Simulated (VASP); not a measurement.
Here is a VASP 6.6.1 calculation.

The input INCAR:

```
PREC = Accurate
ENCUT = 520
EDIFF = 1E-6
ISMEAR = 1
SIGMA = 0.1
LREAL = False
LASPH = True
NELM = 100
ALGO = Normal
ISIF = 2
LWAVE = False
LCHARG = False
GGA = PE
NBANDS = 12
```

File KPOINTS:

```
Automatic mesh
0
Gamma
  12 12 12
```

File POSCAR:

```
Ag
1.0
    0.0000000000      2.1213934653      2.1213934653
    2.1213934653      0.0000000000      2.1213934653
    2.1213934653      2.1213934653      0.0000000000
Ag
1
Direct
    0.0000000000      0.0000000000      0.0000000000
```

Potentials or basis: VASP PAW PBE potentials, release 64 (Ag).

Run with:

```console
$ cat potpaw_PBE.64/Ag/POTCAR > POTCAR
$ mpirun -np 1 vasp_std > vasp.out
```

Task: Estimate the pressure.

Result: -5.0 GPa.
